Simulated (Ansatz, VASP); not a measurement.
HfH2 in VASP and in Ansatz

```
Hf H
1.0
    -1.72794    1.72794    2.13259
     1.72794   -1.72794    2.13259
     1.72794    1.72794   -2.13259
Hf H
1 2
Direct
  0.00000 0.00000 0.00000
  0.75000 0.25000 0.50000
  0.25000 0.75000 0.50000
```

Alike in both runs: functional PBEsol; k mesh 16 × 16 × 16; occupations fermi-dirac, width 0.15 eV; no spin polarisation.

Ansatz relaxed the structure, and its values are those at the end. VASP's run is a single point on that final structure, the one shown.

|  | VASP | Ansatz |
| --- | --- | --- |
| version | VASP 6.6.1 | Ansatz 0.2.0 |
| potentials or method | VASP PAW PBE potentials, release 64 (Hf_pv, H), cutoff 520 eV | scalar-relativistic, plane waves, PAW |
| valence electrons in the cell | 12 | 28 |

|  | VASP | Ansatz | Ansatz less VASP |
| --- | --- | --- | --- |
| gap on the k mesh at the Fermi level (eV) | none | none | - |
| pressure (GPa) | -0.6 | 0.0 | +0.62 |

VASP's potentials were made for PBE, not for PBEsol. A gap of «none» marks a metal or a gap that the smearing closes. VASP's potentials hold 12 valence electrons a cell and Ansatz's 28, so a difference there can come from the potentials and not from the codes.

Neither program's run includes spin-orbit coupling.
